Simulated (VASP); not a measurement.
# Si16Ge (a cell with a defect) in VASP: a series of runs

Si16Ge (a cell with a defect) is run at these levels: PBEsol; tasks: single point.

Everything below comes from runs of VASP 6.6.1. Logs are shortened: lines on timing, memory, paths and dates and some standing lists are left out, and cuts for length are marked.

## Step 1: The cell of the first run

The cell holds a defect, 17 atoms: a = 7.679 Å, b = 7.679 Å, c = 7.679 Å, α = 60.00°, β = 60.00°, γ = 60.00°.

## Step 2: Single point, PBEsol

INCAR

```
PREC     = Accurate       # precision mode
ENCUT    = 520            # plane-wave cutoff, eV
EDIFF    = 1E-6           # SCF threshold, eV
ISMEAR   = 0              # smearing method
SIGMA    = 0.02           # smearing width, eV
LREAL    = Auto         
LASPH    = T              # aspherical terms in the spheres
NELM     = 60             # most SCF steps
ALGO     = Normal         # electronic algorithm
ISIF     = 2              # what is computed and relaxed
LWAVE    = F              # write WAVECAR
LCHARG   = F              # write CHGCAR
GGA      = PS             # functional
NBANDS   = 53             # bands
```

KPOINTS

```
Automatic mesh
0
Gamma
  2 2 2
```

POSCAR

```
Si16Ge
1.0
    0.0000000000      5.4300000000      5.4300000000
    5.4300000000      0.0000000000      5.4300000000
    5.4300000000      5.4300000000      0.0000000000
Si Ge
16 1
Direct
   -0.0010603131      0.0003124309      0.0000000921
    0.1227755064      0.1249734807      0.1241631676
    0.0034674954      0.0049415285      0.4954069061
    0.1234965009      0.1242213628      0.6273499079
    0.0019574586      0.4972318600      0.0031191529
    0.1230010129      0.6276590239      0.1239109576
    0.0042912523      0.4948825967      0.4945673112
    0.1351827808      0.6221188766      0.6181485267
    0.4934299263      0.0057682320      0.0054592081
    0.6262944751      0.1244265193      0.1245963168
    0.4957675875      0.0034268877      0.4968779006
    0.6206444751      0.1366868324      0.6237651013
    0.4942477901      0.4956825967      0.0046258748
    0.6169659300      0.6240572744      0.1364267035
    0.4987914365      0.5003131676      0.5000470534
    0.6226026703      0.6184174033      0.6217660221
    0.7487954880      0.7502960405      0.7500643646
```

Potentials or basis: VASP PAW PBE potentials, release 64 (Si, Ge_d).

On the command line:

```console
$ cat potpaw_PBE.64/Si/POTCAR potpaw_PBE.64/Ge_d/POTCAR > POTCAR
$ mpirun -np 1 vasp_std > vasp.out
```

OUTCAR:

```text
PREC = Accurate
   ENCUT = 520
   EDIFF = 1E-6
   ISMEAR = 0
   LREAL = Auto
   LASPH = T
   NELM = 60
   ISIF = 2
   GGA = PS

 ion  position               nearest neighbor table
   1  0.999  0.000  0.000-  10 2.34   4 2.34   6 2.34   2 2.34
   2  0.123  0.125  0.124-   9 2.32   3 2.33   5 2.33   1 2.34
   3  0.003  0.005  0.495-   2 2.33   4 2.33   8 2.40  12 2.40  17 2.77
   4  0.123  0.124  0.627-   7 2.32   3 2.33  11 2.33   1 2.34
   5  0.002  0.497  0.003-   2 2.33   6 2.33   8 2.41  14 2.41  17 2.75
   6  0.123  0.628  0.124-   7 2.32  13 2.33   5 2.33   1 2.34
   7  0.004  0.495  0.495-   6 2.32   4 2.32  16 2.39   8 2.39  17 2.77
   8  0.135  0.622  0.618-  15 2.28   7 2.39   3 2.40   5 2.41  17 2.42
   9  0.493  0.006  0.005-   2 2.32  10 2.32  12 2.39  14 2.39  17 2.77
  10  0.626  0.124  0.125-   9 2.32  13 2.33  11 2.33   1 2.34
  11  0.496  0.003  0.497-   4 2.33  10 2.33  16 2.41  12 2.41  17 2.75
  12  0.621  0.137  0.624-  15 2.28   9 2.39   3 2.40  11 2.41  17 2.42
  13  0.494  0.496  0.005-   6 2.33  10 2.33  16 2.40  14 2.40  17 2.76
  14  0.617  0.624  0.136-  15 2.28   9 2.39  13 2.40   5 2.41  17 2.42
  15  0.499  0.500  0.500-   8 2.28  14 2.28  12 2.28  16 2.28
  16  0.623  0.618  0.622-  15 2.28   7 2.39  13 2.40  11 2.41  17 2.42
  17  0.749  0.750  0.750-  14 2.42  16 2.42   8 2.42  12 2.42  11 2.75   5 2.75  13 2.76   3 2.77
                             9 2.77   7 2.77

  LATTYP: Found a face centered cubic cell.
 ALAT       =    10.8600000000

  Lattice vectors:

 A1 = (   0.0000000000,   5.4300000000,   5.4300000000)
 A2 = (   5.4300000000,   0.0000000000,   5.4300000000)
 A3 = (   5.4300000000,   5.4300000000,   0.0000000000)

Analysis of symmetry for initial positions (statically):
=====================================================================
 Subroutine PRICEL returns:
 Original cell was already a primitive cell.

 Routine SETGRP: Setting up the symmetry group for a
 face centered cubic supercell.

 Subroutine GETGRP returns: Found  1 space group operations
 (whereof  1 operations were pure point group operations)
 out of a pool of 48 trial point group operations.

The static configuration has the point symmetry C_1 .

Analysis of symmetry for dynamics (positions and initial velocities):
=====================================================================
 Subroutine PRICEL returns:
 Original cell was already a primitive cell.

 Routine SETGRP: Setting up the symmetry group for a
 face centered cubic supercell.

 Subroutine GETGRP returns: Found  1 space group operations
 (whereof  1 operations were pure point group operations)
 out of a pool of 48 trial point group operations.

The dynamic configuration has the point symmetry C_1 .

 Subroutine INISYM returns: Found  1 space group operations
 (whereof  1 operations are pure point group operations),
 and found     1 'primitive' translations

----------------------------------------------------------------------------------------

                                     Primitive cell

  volume of cell :     320.2060

  direct lattice vectors                    reciprocal lattice vectors
     0.000000000  5.430000000  5.430000000    -0.092081031  0.092081031  0.092081031
     5.430000000  0.000000000  5.430000000     0.092081031 -0.092081031  0.092081031
     5.430000000  5.430000000  0.000000000     0.092081031  0.092081031 -0.092081031

  length of vectors
     7.679179644  7.679179644  7.679179644     0.159489025  0.159489025  0.159489025

  position of ions in fractional coordinates (direct lattice)
     0.998939687  0.000312431  0.000000092
     0.122775506  0.124973481  0.124163168
     0.003467495  0.004941528  0.495406906
     0.123496501  0.124221363  0.627349908
     0.001957459  0.497231860  0.003119153
     0.123001013  0.627659024  0.123910958
[... 9 lines left out ...]
     0.622602670  0.618417403  0.621766022
     0.748795488  0.750296040  0.750064365

  ion indices of the primitive-cell ions
   primitive index   ion index
                 1           1
                 2           2
                 3           3
                 4           4
                 5           5
                 6           6
[... 9 lines left out ...]
                16          16
                17          17

----------------------------------------------------------------------------------------

 KPOINTS: Automatic mesh

Automatic generation of k-mesh.
 Grid dimensions read from file:
 generate k-points for:    2    2    2

 Generating k-lattice:

  Cartesian coordinates                     Fractional coordinates (reciprocal lattice)
    -0.046040516  0.046040516  0.046040516     0.500000000  0.000000000  0.000000000
     0.046040516 -0.046040516  0.046040516     0.000000000  0.500000000  0.000000000
     0.046040516  0.046040516 -0.046040516     0.000000000  0.000000000  0.500000000

  Length of vectors
     0.079744512  0.079744512  0.079744512

  Shift w.r.t. Gamma in fractional coordinates (k-lattice)
     0.000000000  0.000000000  0.000000000

 Subroutine IBZKPT returns following result:
 ===========================================

 Found      8 irreducible k-points:

 Following reciprocal coordinates:
            Coordinates               Weight
  0.000000  0.000000  0.000000      1.000000
  0.500000  0.000000  0.000000      1.000000
  0.000000  0.500000  0.000000      1.000000
  0.000000  0.000000  0.500000      1.000000
  0.500000  0.500000  0.500000      1.000000
  0.500000  0.500000  0.000000      1.000000
  0.000000  0.500000  0.500000      1.000000
  0.500000  0.000000  0.500000      1.000000
   k-points           NKPTS =      8   k-points in BZ     NKDIM =      8   number of bands    NBANDS=     53
   number of dos      NEDOS =    301   number of ions     NIONS =     17
   total plane-waves  NPLWV = 216000
   dimension x,y,z NGX =    60 NGY =   60 NGZ =   60
   dimension x,y,z NGXF=   120 NGYF=  120 NGZF=  120
   ions per type =              16   1
   NGX,Y,Z   is equivalent  to a cutoff of  12.99, 12.99, 12.99 a.u.
   NGXF,Y,Z  is equivalent  to a cutoff of  25.98, 25.98, 25.98 a.u.
 SYSTEM =  unknown system
   PREC   = accura    normal or accurate (medium, high low for compatibility)
   ISTART =      0    job   : 0-new  1-cont  2-samecut
   ICHARG =      2    charge: 1-file 2-atom 10-const
   ISPIN  =      1    spin polarized calculation?
   LNONCOLLINEAR =      F non collinear calculations
   LSORBIT =      F    spin-orbit coupling
   LASPH  =      T    aspherical Exc in radial PAW
   ENCUT  =  520.0 eV  38.22 Ry    6.18 a.u.  14.28 14.28 14.28*2*pi/ulx,y,z
   NELM   =     60;   NELMIN=  2; NELMDL= -5     # of ELM steps
   EDIFF  = 0.1E-05   stopping-criterion for ELM
   LREAL  =      T    real-space projection
   EDIFFG = 0.1E-04   stopping-criterion for IOM
   NSW    =      0    number of steps for IOM
   IBRION =     -1    ionic relax: 0-MD 1-quasi-New 2-CG
   NFREE  =      0    steps in history (QN), initial steepest desc. (CG)
   ISIF   =      2    stress and relaxation
   ISYM   =      2    0-nonsym 1-usesym 2-fastsym
   POTIM  = 0.5000    time-step for ionic-motion
   TEBEG  =    0.0;   TEEND  =   0.0 temperature during run
   PSTRESS=    0.0 pullay stress
   NELECT =      78.0000    total number of electrons
   NUPDOWN=      -1.0000    fix difference up-down
   EMIN   =  10.00;   EMAX   =-10.00  energy-range for DOS
   EFERMI =   0.00;   METHOD = LEGACY
   ISMEAR =     0;   SIGMA  =   0.02  broadening in eV -4-tet -1-fermi 0-gaus
   EFERMI_NEDOS =   21; number of points for ismear=-14 and -15
   IALGO  =     38    algorithm
   IMIX   =      4    mixing-type and parameters
     AMIX     =   0.40;   BMIX     =  1.00
     AMIX_MAG =   1.60;   BMIX_MAG =  1.00
  volume/ion in A,a.u.               =      18.84       127.11
  Fermi-wavevector in a.u.,A,eV,Ry     =   1.022421  1.932096 14.222785  1.045345
  Thomas-Fermi vector in A             =   2.156100
   LORBIT       =      0    0 simple, 1 ext, 2 COOP (PROOUT), +10 PAW based schemes
   GGA     = PS    functional components
   LHFCALC =     F    Hartree Fock is set to
   AEXX    =    0.0000 exact exchange contribution
   IVDW    =     0    specifies the selected vdW correction
   LEPSILON=     F    determine dielectric tensor
   LRPA    =     F    only Hartree local field effects (RPA)
 non-spin polarized calculation
 Gauss-broadening in eV      SIGMA  =   0.02
  energy-cutoff  :      520.00
  volume of cell :      320.21
 maximum number of plane-waves:      8646
 NGX is ok and might be reduce to    60
   NGX = 29   NGY = 29   NGZ = 29

 number of electron      77.9999997 magnetization

 Free energy of the ion-electron system (eV)
  ---------------------------------------------------
  ext. energy  EPLUGINS =         0.00000000
  ---------------------------------------------------
  free energy    TOTEN  =       -92.78377024 eV

  energy without entropy =      -92.78344146  energy(sigma->0) =      -92.78360585

 E-fermi :   6.7965     XC(G=0):  -9.8840

 val. band max:        6.7672178434   @ k =   0.0000   0.0000   0.0000
 cond. band min:       6.8258650870   @ k =   0.0000   0.0000   0.0000
 fundamental gap:      0.0586472436
 Fermi energy:         6.7965406939

 k-point     1 :       0.0000    0.0000    0.0000
  band No.  band energies     occupation
      1     -18.2769      2.00000
      2     -18.2767      2.00000
      3     -18.2765      2.00000
      4     -18.2641      2.00000
      5     -18.2615      2.00000
      6      -6.6134      2.00000
[... 43 lines left out ...]
     50       8.0142      0.00000
     51       8.9756      0.00000

 k-point     2 :       0.5000    0.0000    0.0000
  band No.  band energies     occupation
      1     -18.2769      2.00000
      2     -18.2767      2.00000
      3     -18.2765      2.00000
      4     -18.2641      2.00000
      5     -18.2615      2.00000
      6      -6.2880      2.00000
[... 316 lines left out ...]
 k-point     8 :       0.5000    0.0000    0.5000
  band No.  band energies     occupation
      1     -18.2769      2.00000
      2     -18.2767      2.00000
      3     -18.2765      2.00000
      4     -18.2641      2.00000
      5     -18.2615      2.00000
      6      -6.1878      2.00000
[... 43 lines left out ...]
     50      10.2139      0.00000
     51      10.2231      0.00000
 [bands above 51 left out]

------------------------ aborting loop because EDIFF is reached ----------------------------------------

  FORCE on cell =-STRESS in cart. coord.  units (eV):
  Direction    XX          YY          ZZ          XY          YZ          ZX
  --------------------------------------------------------------------------------------
  -------------------------------------------------------------------------------------
  Total        9.8718140      8.8985021      9.5201052     -0.0020385      0.0010538     -0.0046763
  in kB       49.3944397     44.5243929     47.6346355     -0.0101996      0.0052728     -0.0233982
  external PRESSURE =      47.1844894 kB  Pullay stress =       0.0000000 kB

 VOLUME and BASIS-vectors are now :
 -----------------------------------------------------------------------------
  energy-cutoff  :      520.00
  volume of cell :      320.21
      direct lattice vectors                 reciprocal lattice vectors
     0.000000000  5.430000000  5.430000000    -0.092081031  0.092081031  0.092081031
     5.430000000  0.000000000  5.430000000     0.092081031 -0.092081031  0.092081031
     5.430000000  5.430000000  0.000000000     0.092081031  0.092081031 -0.092081031

 POSITION                                       TOTAL-FORCE (eV/Angst)
 -----------------------------------------------------------------------------------
      0.00170      5.42424      5.42594        -0.000245      0.000501      0.000601
      1.35281      1.34088      1.34528         0.002271     -0.003459     -0.001702
      2.71689      2.70889      0.04566         0.001211      0.000533      0.000044
      4.08103      4.07710      1.34511        -0.004664      0.002510      0.000200
      2.71691      0.02757      2.71060         0.000355     -0.003441     -0.001698
      4.08102      1.34073      4.07608        -0.003680     -0.002591      0.001595
[... 9 lines left out ...]
      6.73420      6.75692      6.73874         0.006292     -0.003614     -0.003017
      8.14696      8.13881      8.14007         0.000070     -0.001197     -0.000098
 -----------------------------------------------------------------------------------
    total drift:                                0.002571     -0.006882      0.002090

  FREE ENERGIE OF THE ION-ELECTRON SYSTEM (eV)
  ---------------------------------------------------
  free  energy   TOTEN  =       -92.7837702384 eV

  energy  without entropy=      -92.7834414562  energy(sigma->0) =      -92.78360585
```

Wall time 5 min (1 thread of Intel Xeon 6975P-C, shared host); peak memory 0.5 GiB.

Results:

* Free energy: -92.7838 eV
* Pressure: 4.7 GPa
* Largest force: 0.009 eV/Å
* Band gap on the k mesh: zero (band 39 reaches 6.88 eV, above the bottom of band 40 at 6.55 eV)

Forces on the atoms (eV/Å):
```
Si   0.000  0.001  0.001
Si   0.002 -0.003 -0.002
Si   0.001  0.001  0.000
Si  -0.005  0.003  0.000
Si   0.000 -0.003 -0.002
Si  -0.004 -0.003  0.002
Si   0.000  0.000  0.000
Si   0.006  0.003  0.002
Si  -0.002  0.001  0.000
Si   0.008 -0.001 -0.002
Si   0.000  0.004  0.001
Si  -0.007 -0.004  0.002
Si   0.000  0.002  0.002
Si  -0.007  0.003 -0.002
Si  -0.001  0.002  0.001
Si   0.006 -0.004 -0.003
Ge   0.000 -0.001  0.000
```

Levels at points of the mesh, in eV from the Fermi level:
```csv
k point,band 37,band 38,band 39,band 40,band 41,band 42
"(0.00, 0.00, 0.00)",-0.72,-0.70,-0.26,-0.24,-0.22,-0.03
"(0.50, 0.00, 0.00)",-1.39,-1.38,-0.31,0.51,0.54,0.87
"(0.00, 0.50, 0.00)",-1.39,-1.38,-0.31,0.51,0.54,0.86
"(0.00, 0.00, 0.50)",-1.39,-1.38,-0.31,0.51,0.54,0.87
"(0.50, 0.50, 0.50)",-1.39,-1.38,-0.31,0.51,0.54,0.86
"(0.50, 0.50, 0.00)",-1.82,-1.26,0.07,0.81,1.03,1.06
"(0.00, 0.50, 0.50)",-1.80,-1.25,0.06,0.81,1.05,1.05
"(0.50, 0.00, 0.50)",-1.85,-1.28,0.08,0.81,1.04,1.07
```

Caveat: the k points lie up to 0.50 Å⁻¹ apart; the PAW data sets were made with another functional, which shifts forces and pressure a little.

(Continued in part 2 of 2.)
